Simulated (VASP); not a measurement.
# AgCl in VASP: settings compared, part 2 of 2

VASP 6.6.1. The steps go on from the part before.

## Step 3: Single point, PBE

File INCAR:

```
SYSTEM = AgCl
  PREC = Accurate
  ENCUT = 500
  EDIFF = 1E-6
  ISMEAR = 0
  SIGMA = 0.1
  LREAL = .FALSE.
  LASPH = .TRUE.
  NELM = 120
  ALGO = Normal
  ISIF = 2
  LWAVE = .FALSE.
  LCHARG = .TRUE.
  GGA = PE
  LELF = .TRUE.
  LVHAR = .TRUE.
  NBANDS = 16
  GGA_COMPAT = .FALSE.
```

File KPOINTS:

```
Automatic mesh
0
G
  5 5 5
  0 0 0
```

File POSCAR:

```
AgCl
1.0
    3.4339730000      0.0000000000      0.0000000000
    0.0000000000      3.4339730000      0.0000000000
    0.0000000000      0.0000000000      3.4339730000
Ag Cl
1 1
Direct
    0.0000000000      0.0000000000      0.0000000000
    0.5000000000      0.5000000000      0.5000000000
```

Potentials or basis: VASP PAW PBE potentials, release 64 (Ag, Cl).

Command:

```bash
cat potpaw_PBE.64/Ag/POTCAR potpaw_PBE.64/Cl/POTCAR > POTCAR
mpirun -np 1 vasp_std > vasp.out
```

OUTCAR:

```text
SYSTEM = AgCl
   PREC = Accurate
   ENCUT = 500
   EDIFF = 1E-6
   ISMEAR = 0
   LREAL = .FALSE.
   LASPH = .TRUE.
   NELM = 120
   ISIF = 2
   GGA = PE

 ion  position               nearest neighbor table
   1  0.000  0.000  0.000-   2 2.97   2 2.97   2 2.97   2 2.97   2 2.97   2 2.97   2 2.97   2 2.97

   2  0.500  0.500  0.500-   1 2.97   1 2.97   1 2.97   1 2.97   1 2.97   1 2.97   1 2.97   1 2.97

  LATTYP: Found a simple cubic cell.
 ALAT       =     3.4339730000

  Lattice vectors:

 A1 = (   3.4339730000,   0.0000000000,   0.0000000000)
[... 361 lines left out ...]

  FORCE on cell =-STRESS in cart. coord.  units (eV):
  Direction    XX          YY          ZZ          XY          YZ          ZX
  --------------------------------------------------------------------------------------
  -------------------------------------------------------------------------------------
  Total       -0.0504685     -0.0504685     -0.0504685      0.0000000     -0.0000000      0.0000000
  in kB       -1.9968252     -1.9968252     -1.9968252      0.0000000     -0.0000000      0.0000000
  external PRESSURE =      -1.9968252 kB  Pullay stress =       0.0000000 kB

 VOLUME and BASIS-vectors are now :
 -----------------------------------------------------------------------------
  energy-cutoff  :      500.00
  volume of cell :       40.49
      direct lattice vectors                 reciprocal lattice vectors
     3.433973000  0.000000000  0.000000000     0.291207881  0.000000000  0.000000000
     0.000000000  3.433973000  0.000000000     0.000000000  0.291207881  0.000000000
     0.000000000  0.000000000  3.433973000     0.000000000  0.000000000  0.291207881

 POSITION                                       TOTAL-FORCE (eV/Angst)
 -----------------------------------------------------------------------------------
      0.00000      0.00000      0.00000         0.000000      0.000000      0.000000
      1.71699      1.71699      1.71699         0.000000      0.000000      0.000000
 -----------------------------------------------------------------------------------
    total drift:                               -0.000000      0.000000      0.000000

  FREE ENERGIE OF THE ION-ELECTRON SYSTEM (eV)
  ---------------------------------------------------
  free  energy   TOTEN  =        -5.1161653856 eV

  energy  without entropy=       -5.1161653485  energy(sigma->0) =       -5.11616537
```

Wall time 8.4 s (1 thread of Intel Xeon Platinum 8488C (Sapphire Rapids), shared host); peak memory 0.15 GiB.

Results:

```yaml
Free_energy: -5.1162 eV
Pressure: -0.2 GPa
Band_gap_on_the_k_mesh: 0.67 eV, indirect (least direct gap 2.07 eV)
```

Levels at points of the mesh, in eV from the valence-band top:
```csv
k point,band 6,band 7,band 8,band 9,band 10,band 11,band 12,band 13
"(0.00, 0.00, 0.00)",-1.68,-1.40,-1.40,-1.40,0.67,9.54,9.54,13.76
```

A k mesh can miss the band edges. As with any semilocal functional, this PBE gap is likely too small.

## Step 4: Single point, PBE+U

This run uses another cell than the first one, of 20.02 Å³/atom, 0.989 times its volume.

File INCAR:

```
  PREC = Accurate
  ENCUT = 500
  EDIFF = 1E-6
  ISMEAR = 0
  SIGMA = 0.1
  LREAL = False
  LASPH = True
  NELM = 200
  ALGO = Normal
  ISIF = 2
  LWAVE = False
  LCHARG = True
  LMAXMIX = 4
  LDAU = True
  LDAUTYPE = 2
  LDAUL = 2 -1
  LDAUU = 4.5 0
  LDAUJ = 0 0
  LDAUPRINT = 1
  GGA = PE
  LELF = True
  LVHAR = True
  NBANDS = 16
  GGA_COMPAT = False
```

File KPOINTS:

```
regular mesh
0
Gamma
  2 2 2
```

File POSCAR:

```
AgCl
1.0
    3.4531848139     -0.0094920797     -0.0117905796
   -0.0094920797      3.4105420314     -0.0047933018
   -0.0117905796     -0.0047933018      3.3996091865
Ag Cl
1 1
Direct
    0.0000000000      0.0000000000      0.0000000000
    0.5000000000      0.5000000000      0.5000000000
```

Command:

```bash
cat potpaw_PBE.64/Ag/POTCAR potpaw_PBE.64/Cl/POTCAR > POTCAR
mpirun -np 1 vasp_std > vasp.out
```

Run time: 8.1 s. Hardware: 1 thread of Intel Xeon Platinum 8488C (Sapphire Rapids), shared host; peak memory 0.15 GiB.

The run converged. Its results:

```yaml
Free_energy: -3.0908 eV
Pressure: 7.2 GPa
Band_gap_on_the_k_mesh: 0.84 eV, indirect (least direct gap 1.87 eV)
```

Stress tensor (GPa, compression positive):
```
 6.32 -0.11 -0.14
-0.11  7.54 -0.06
-0.14 -0.06  7.87
```

Levels at points of the mesh, in eV from the valence-band top:
```
           k point  band 5  band 6  band 7  band 8  band 9  band 10  band 11  band 12  band 13  band 14
(0.00, 0.00, 0.00)   -3.54   -3.53   -1.19   -1.06   -1.03     0.84     9.34     9.45    13.83    14.04
(0.50, 0.00, 0.00)   -4.11   -3.50   -2.79   -0.02   -0.01     5.24     5.84     9.65    10.27    10.35
(0.00, 0.50, 0.00)   -4.12   -3.50   -2.74   -0.07    0.00     5.16     5.88     9.64    10.06    10.41
(0.50, 0.50, 0.00)   -3.73   -3.29   -3.25   -3.21   -0.39     2.75     9.25     9.40    10.69    13.73
(0.00, 0.00, 0.50)   -4.13   -3.50   -2.73   -0.07   -0.01     5.14     5.90     9.63    10.07    10.35
(0.50, 0.00, 0.50)   -3.74   -3.29   -3.24   -3.20   -0.41     2.78     9.21     9.40    10.68    13.68
(0.00, 0.50, 0.50)   -3.77   -3.25   -3.24   -3.18   -0.49     2.89     9.21     9.26    10.62    13.55
(0.50, 0.50, 0.50)   -3.19   -3.17   -0.79   -0.77   -0.72     4.95     4.96     5.04     6.97    17.31
```

Eigenvalues of the final occupation matrices:
| site | spin | trace | eigenvalues |
| --- | --- | --- | --- |
| site 1 d | 1 | 4.80 | 0.95 0.95 0.97 0.97 0.97 |
| site 1 d | 2 | 4.80 | 0.95 0.95 0.97 0.97 0.97 |

Caveat: the k points lie up to 0.92 Å⁻¹ apart. A k mesh can miss the band edges.

## Step 5: Single point, PBE

File INCAR:

```
PREC = Accurate
ENCUT = 500
EDIFF = 1E-6
ISMEAR = 0
SIGMA = 0.1
LREAL = False
LASPH = True
NELM = 120
ALGO = Normal
ISIF = 2
LWAVE = False
LCHARG = True
GGA = PE
LELF = True
LVHAR = True
NBANDS = 16
GGA_COMPAT = False
```

File KPOINTS:

```
Automatic mesh
0
Gamma
  6 6 6
```

File POSCAR:

```
AgCl
1.0
    3.4339730000      0.0000000000      0.0000000000
    0.0000000000      3.4339730000      0.0000000000
    0.0000000000      0.0000000000      3.4339730000
Ag Cl
1 1
Direct
    0.0000000000      0.0000000000      0.0000000000
    0.5000000000      0.5000000000      0.5000000000
```

Command:

```bash
cat potpaw_PBE.64/Ag/POTCAR potpaw_PBE.64/Cl/POTCAR > POTCAR
mpirun -np 1 vasp_std > vasp.out
```

Run time: 12 s. Hardware: 1 thread of Intel Xeon Platinum 8488C (Sapphire Rapids), shared host; peak memory 0.16 GiB.

Results (log left out):

```yaml
Free_energy: -5.1202 eV
Pressure: -0.2 GPa
Band_gap_on_the_k_mesh: 0.57 eV, indirect (least direct gap 2.07 eV)
```

Levels at points of the mesh, in eV from the valence-band top:
| k point | band 7 | band 8 | band 9 | band 10 | band 11 | band 12 |
| --- | --- | --- | --- | --- | --- | --- |
| (0.00, 0.00, 0.00) | -1.50 | -1.50 | -1.50 | 0.57 | 9.44 | 9.44 |
| (0.50, 0.00, 0.00) | -1.42 | 0.00 | 0.00 | 4.91 | 5.51 | 9.42 |
| (0.50, 0.50, 0.00) | -2.06 | -1.48 | -0.88 | 2.81 | 8.93 | 8.93 |
| (0.50, 0.50, 0.50) | -0.17 | -0.17 | -0.17 | 4.80 | 4.80 | 4.80 |

A k mesh can miss the band edges. Expect the measured gap to be larger: semilocal functionals such as PBE lack the derivative discontinuity.

## Step 6: Single point, revPBE

File INCAR:

```
PREC     = Accurate       # precision mode
ENCUT    = 500            # plane-wave cutoff, eV
EDIFF    = 1E-6           # SCF threshold, eV
ISMEAR   = 0              # smearing method
SIGMA    = 0.2            # smearing width, eV
LREAL    = F              # projectors in reciprocal space
LASPH    = T              # aspherical terms in the spheres
NELM     = 120            # most SCF steps
ALGO     = Normal         # electronic algorithm
ISIF     = 2              # what is computed and relaxed
LWAVE    = F              # write WAVECAR
LCHARG   = F              # write CHGCAR
GGA      = RE             # functional
NBANDS   = 16             # bands
GGA_COMPAT= F
```

File KPOINTS:

```
regular mesh
0
Gamma
  8 8 8
```

POSCAR is that of step 5.

Potentials or basis: VASP PAW PBE potentials, release 64 (Ag, Cl).

Command:

```bash
cat potpaw_PBE.64/Ag/POTCAR potpaw_PBE.64/Cl/POTCAR > POTCAR
mpirun -np 1 vasp_std > vasp.out
```

It took 19 s on 1 thread of Intel Xeon Platinum 8488C (Sapphire Rapids), shared host; peak memory 0.16 GiB.

It converged, with:

| Quantity | Value |
| --- | --- |
| Free energy | -4.4807 eV |
| Pressure | 2.1 GPa |
| Band gap on the k mesh | 0.69 eV, indirect (least direct gap 2.18 eV) |

Levels at points of the mesh, in eV from the valence-band top:
```csv
k point,band 5,band 6,band 7,band 8,band 9,band 10,band 11,band 12,band 13,band 14
"(0.00, 0.00, 0.00)",-1.76,-1.76,-1.50,-1.50,-1.50,0.69,9.49,9.49,13.78,13.78
"(0.50, 0.00, 0.00)",-2.54,-1.71,-1.40,0.00,0.00,5.03,5.59,9.48,10.10,10.10
"(0.50, 0.50, 0.00)",-2.06,-2.04,-2.04,-1.47,-0.88,2.90,9.04,9.04,10.68,13.75
"(0.50, 0.50, 0.50)",-1.45,-1.45,-0.17,-0.17,-0.17,4.91,4.91,4.91,6.87,17.54
```

Caveat: the PAW data sets were made with another functional, which shifts forces and pressure a little. A k mesh can miss the band edges.

## Step 7: The runs side by side

```csv
level,U,cell,k mesh,smearing,gap on the mesh (eV),pressure (GPa)
PBE+D4,-,"a = 3.434 Å, 2 atoms",4 × 4 × 4,tetrahedron,0.56,-2.5
PBE,-,"a = 3.434 Å, 2 atoms",5 × 5 × 5,gaussian 0.1 eV,0.67,-0.2
PBE+U,Ag d U = 4.5 eV,"a = 3.453, b = 3.411, c = 3.400 Å, angles 90.2, 90.4, 90.3°, 2 atoms",2 × 2 × 2,gaussian 0.1 eV,0.84,7.2
PBE,-,"a = 3.434 Å, 2 atoms",6 × 6 × 6,gaussian 0.1 eV,0.57,-0.2
revPBE,-,"a = 3.434 Å, 2 atoms",8 × 8 × 8,gaussian 0.2 eV,0.69,2.1
```

Alike in all rows: task single point; potentials or basis VASP PAW PBE potentials, release 64 (Ag, Cl); no spin polarisation; cutoff (eV) 500.

Caveats: some runs use coarse meshes; the PAW data sets were made with another functional, which shifts forces and pressure a little (some runs).

Absolute energies hang on the potentials; compare differences alone.
